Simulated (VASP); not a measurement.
# BN (Qingsongite) (F-43m) in VASP: elastic constants with PBEsol

Aim: the elastic constants of BN (Qingsongite) with PBEsol.

All numbers are computed with VASP 6.6.1; they aren't measurements. Logs are shortened: lines on timing, memory, paths and dates and some standing lists are left out, and cuts for length are marked.

## 1. The cell of the first run

It takes space group F-43m (No. 216, cubic). The conventional cell has a = 3.615 Å, b = 3.615 Å, c = 3.615 Å, α = 90.00°, β = 90.00°, γ = 90.00°. B (site symmetry -43m) has 4 N at 1.57 Å within 2.1 Å. N (site symmetry -43m) has 4 B at 1.57 Å within 2.1 Å.

## 2. Elastic constants, PBEsol

Input file INCAR:

```
SYSTEM = BN
  ALGO = Normal
  EDIFF = 1E-8
  ENCUT = 600
  GGA = PS
  IBRION = 6
  ISIF = 3
  ISMEAR = 0
  LASPH = .TRUE.
  LCHARG = .TRUE.
  LREAL = .FALSE.
  LWAVE = .FALSE.
  NELM = 100
  NFREE = 2
  NSW = 1
  POTIM = 0.015
  PREC = Accurate
  SIGMA = 0.01
```

Input file KPOINTS:

```
k-points
0
G
  11 11 11
  0 0 0
```

Input file POSCAR:

```
BN
1.0
    0.0000000000      1.8075000000      1.8075000000
    1.8075000000      0.0000000000      1.8075000000
    1.8075000000      1.8075000000      0.0000000000
B N
1 1
Direct
    0.0000000000      0.0000000000      0.0000000000
    0.2500000000      0.2500000000      0.2500000000
```

Potentials or basis: VASP PAW PBE potentials, release 64 (B, N).

Command:

```
cat potpaw_PBE.64/B/POTCAR potpaw_PBE.64/N/POTCAR > POTCAR
mpirun -np 1 vasp_std > vasp.out
```

OUTCAR:

```text
SYSTEM = BN
   EDIFF = 1E-8
   ENCUT = 600
   GGA = PS
   IBRION = 6
   ISIF = 3
   ISMEAR = 0
   LASPH = .TRUE.
   LREAL = .FALSE.
   NELM = 100
   NFREE = 2
   NSW = 1
   POTIM = 0.015
   PREC = Accurate

 ion  position               nearest neighbor table
   1  0.000  0.000  0.000-   2 1.57   2 1.57   2 1.57   2 1.57
   2  0.250  0.250  0.250-   1 1.57   1 1.57   1 1.57   1 1.57

  LATTYP: Found a face centered cubic cell.
 ALAT       =     3.6150000000

  Lattice vectors:

 A1 = (   0.0000000000,   1.8075000000,   1.8075000000)
 A2 = (   1.8075000000,   0.0000000000,   1.8075000000)
 A3 = (   1.8075000000,   1.8075000000,   0.0000000000)

Analysis of symmetry for initial positions (statically):
=====================================================================
 Subroutine PRICEL returns:
 Original cell was already a primitive cell.

 Routine SETGRP: Setting up the symmetry group for a
 face centered cubic supercell.

 Subroutine GETGRP returns: Found 24 space group operations
 (whereof 24 operations were pure point group operations)
 out of a pool of 48 trial point group operations.

The static configuration has the point symmetry T_d .

Analysis of symmetry for dynamics (positions and initial velocities):
=====================================================================
 Subroutine PRICEL returns:
 Original cell was already a primitive cell.

 Routine SETGRP: Setting up the symmetry group for a
 face centered cubic supercell.

 Subroutine GETGRP returns: Found 24 space group operations
 (whereof 24 operations were pure point group operations)
 out of a pool of 48 trial point group operations.

The dynamic configuration has the point symmetry T_d .

 Subroutine INISYM returns: Found 24 space group operations
 (whereof 24 operations are pure point group operations),
 and found     1 'primitive' translations

----------------------------------------------------------------------------------------

                                     Primitive cell

  volume of cell :      11.8104

  direct lattice vectors                    reciprocal lattice vectors
     0.000000000  1.807500000  1.807500000    -0.276625173  0.276625173  0.276625173
     1.807500000  0.000000000  1.807500000     0.276625173 -0.276625173  0.276625173
     1.807500000  1.807500000  0.000000000     0.276625173  0.276625173 -0.276625173

  length of vectors
     2.556191014  2.556191014  2.556191014     0.479128854  0.479128854  0.479128854

  position of ions in fractional coordinates (direct lattice)
     0.000000000  0.000000000  0.000000000
     0.250000000  0.250000000  0.250000000

  ion indices of the primitive-cell ions
   primitive index   ion index
                 1           1
                 2           2

----------------------------------------------------------------------------------------

 KPOINTS: k-points

Automatic generation of k-mesh.
 Grid dimensions read from file:
 generate k-points for:   11   11   11

 Generating k-lattice:
[... 107 lines left out ...]
  ext. energy  EPLUGINS =         0.00000000
  ---------------------------------------------------
  free energy    TOTEN  =       -18.35035725 eV

  energy without entropy =      -18.35035725  energy(sigma->0) =      -18.35035725

------------------------ aborting loop because EDIFF is reached ----------------------------------------

  FORCE on cell =-STRESS in cart. coord.  units (eV):
  Direction    XX          YY          ZZ          XY          YZ          ZX
  --------------------------------------------------------------------------------------
  -------------------------------------------------------------------------------------
  Total       -0.1950947     -0.1950947     -0.1950947      0.0000000      0.0000000     -0.0000000
  in kB      -26.4661696    -26.4661696    -26.4661696      0.0000000      0.0000000     -0.0000000
  external PRESSURE =     -26.4661696 kB  Pullay stress =       0.0000000 kB
[... 89 lines left out ...]
  FREE ENERGIE OF THE ION-ELECTRON SYSTEM (eV)
  ---------------------------------------------------
  free  energy   TOTEN  =       -18.3467414123 eV

  energy  without entropy=      -18.3467414123  energy(sigma->0) =      -18.34674141

[... ionic steps 4 to 14 ...]

--------------------------------------- Ionic step       15  -------------------------------------------

 number of electron       7.9999999 magnetization

------------------------ aborting loop because EDIFF is reached ----------------------------------------
[... 67 lines left out ...]
--------------------------------------- Ionic step       17  -------------------------------------------

 number of electron       7.9999999 magnetization

 Free energy of the ion-electron system (eV)
  ---------------------------------------------------
  ext. energy  EPLUGINS =         0.00000000
  ---------------------------------------------------
  free energy    TOTEN  =       -18.34762647 eV

  energy without entropy =      -18.34762647  energy(sigma->0) =      -18.34762647

 E-fermi :   7.5425     XC(G=0): -13.0162

 val. band max:        7.4945607547   @ k =   0.0000   0.0000   0.0000
 cond. band min:      11.7424855277   @ k =   0.4545   0.4545   0.0000
 fundamental gap:      4.2479247729
 Fermi energy:         7.5425352010

 k-point     1 :       0.0000    0.0000    0.0000
  band No.  band energies     occupation
      1     -12.8908      2.00000
      2       7.2252      2.00000
      3       7.3643      2.00000
      4       7.4946      2.00000
      5      16.0187      0.00000
      6      16.1200      0.00000
      7      16.2370      0.00000
      8      17.6317      0.00000
[... 243 lines left out ...]
 k-point    24 :      -0.1818    0.1818    0.0000
  band No.  band energies     occupation
      1     -10.8168      2.00000
      2       1.7846      2.00000
      3       3.5718      2.00000
      4       6.3170      2.00000
      5      17.7770      0.00000
      6      18.0608      0.00000
      7      18.3647      0.00000
      8      20.7726      0.00000

 [... further k-points ...]

------------------------ aborting loop because EDIFF is reached ----------------------------------------

  FORCE on cell =-STRESS in cart. coord.  units (eV):
  Direction    XX          YY          ZZ          XY          YZ          ZX
  --------------------------------------------------------------------------------------
  -------------------------------------------------------------------------------------
  Total       -0.1918206     -0.1893223     -0.1893223      0.0000000      0.0333747      0.0000000
  in kB      -26.0220146    -25.6830995    -25.6830995      0.0000000      4.5275413      0.0000000
  external PRESSURE =     -25.7960712 kB  Pullay stress =       0.0000000 kB
[... 17 lines left out ...]
  FREE ENERGIE OF THE ION-ELECTRON SYSTEM (eV)
  ---------------------------------------------------
  free  energy   TOTEN  =       -18.3476264670 eV

  energy  without entropy=      -18.3476264670  energy(sigma->0) =      -18.34762647

 INTERNAL STRAIN TENSORS FROM STRAINED CELLS
 ============================================

 INTERNAL STRAIN TENSOR FOR ION    1 for displacements in x,y,z  (eV/Angst):
          X           Y           Z          XY          YZ          ZX
  --------------------------------------------------------------------------------
  x    -0.00000     0.00000     0.00000    -0.00000     2.22569     0.00000
  y     0.00000    -0.00000     0.00000    -0.00000     0.00000     2.22555
  z     0.00000    -0.00000     0.00000     2.22584     0.00000     0.00000

 INTERNAL STRAIN TENSORS FROM DISPLACED ATOMS
 ============================================

 INTERNAL STRAIN TENSOR FOR ION    1 for displacements in x,y,z  (eV/Angst):
          X           Y           Z          XY          YZ          ZX
  --------------------------------------------------------------------------------
  x     0.00000     0.00000     0.00000     0.00000     2.23230     0.00000
  y     0.00000     0.00000     0.00000     0.00000     0.00000     2.23230
  z     0.00000     0.00000     0.00000     2.23230     0.00000     0.00000

 INTERNAL STRAIN TENSOR FOR ION    2 for displacements in x,y,z  (eV/Angst):
          X           Y           Z          XY          YZ          ZX
  --------------------------------------------------------------------------------
  x     0.00000     0.00000     0.00000     0.00000    -2.22481     0.00000
  y    -0.00000    -0.00000    -0.00000     0.00000     0.00000    -2.22481
  z     0.00000     0.00000     0.00000    -2.22481     0.00000     0.00000

 Eigenvectors and eigenvalues of the dynamical matrix
 ----------------------------------------------------

   1 f  =   31.180974 THz   195.915836 2PiTHz 1040.085331 cm-1   128.954088 meV
             X         Y         Z           dx          dy          dz
      0.000000  0.000000  0.000000     0.000000   -0.000000    0.751209
      0.903750  0.903750  0.903750     0.000000   -0.000000   -0.660064
[... 21 lines left out ...]
   6 f/i=    0.001008 THz     0.006336 2PiTHz    0.033635 cm-1     0.004170 meV
             X         Y         Z           dx          dy          dz
      0.000000  0.000000  0.000000    -0.002868    0.149372    0.642934
      0.903750  0.903750  0.903750    -0.003264    0.169998    0.731714

--------------------------------------------------------------------------------------------------------

 ELASTIC MODULI CONTR FROM IONIC RELAXATION (kBar)
 Direction    XX          YY          ZZ          XY          YZ          ZX
 --------------------------------------------------------------------------------
 XX          -0.0000     -0.0000     -0.0000      0.0000      0.0000     -0.0000
 YY          -0.0000     -0.0000     -0.0000      0.0000      0.0000     -0.0000
 ZZ          -0.0000     -0.0000     -0.0000      0.0000      0.0000     -0.0000
 XY           0.0000      0.0000      0.0000    -27.7622     -0.0000     -0.0000
 YZ           0.0000      0.0000      0.0000     -0.0000    -27.7622     -0.0000
 ZX          -0.0000     -0.0000     -0.0000     -0.0000     -0.0000    -27.7622
 --------------------------------------------------------------------------------

 TOTAL ELASTIC MODULI (kBar)
 Direction    XX          YY          ZZ          XY          YZ          ZX
 --------------------------------------------------------------------------------
 XX        7830.1698   1781.9419   1781.9419      0.0000     -0.0000     -0.0000
 YY        1781.9419   7830.1698   1781.9419     -0.0000     -0.0000      0.0000
 ZZ        1781.9419   1781.9419   7830.1698      0.0000      0.0000     -0.0000
 XY           0.0000     -0.0000      0.0000   4499.2149     -0.0000     -0.0000
 YZ          -0.0000     -0.0000      0.0000     -0.0000   4499.2149     -0.0000
 ZX          -0.0000      0.0000     -0.0000     -0.0000     -0.0000   4499.2149
 --------------------------------------------------------------------------------
```

Run time: 2.5 min. Hardware: 1 thread of Intel Xeon 6975P-C, shared host; peak memory 0.21 GiB.

Results:

| Property | Result |
| --- | --- |
| Elastic constants C11, C12, C44 | 783, 178, 450 GPa |
| Voigt bulk modulus | 380 GPa |
| Highest phonon frequency at Γ, LO-TO splitting left out | 1040 cm⁻¹ |

Phonon frequencies in cm⁻¹ (negative: imaginary):
```csv
q point,frequencies
"(0.000, 0.000, 0.000)",0 0 0 1040 1040 1040
```

Elastic tensor in Voigt notation (GPa, in the Cartesian axes of the cell as first typed):
```
783 178 178   0   0   0
178 783 178   0   0   0
178 178 783   0   0   0
  0   0   0 450   0   0
  0   0   0   0 450   0
  0   0   0   0   0 450
```

Clamped-ion elastic tensor (GPa):
```
783 178 178   0   0   0
178 783 178   0   0   0
178 178 783   0   0   0
  0   0   0 453   0   0
  0   0   0   0 453   0
  0   0   0   0   0 453
```

Caveat: the cell is under stress, which shifts elastic constants; the PAW data sets were made with another functional, which shifts forces and pressure a little.
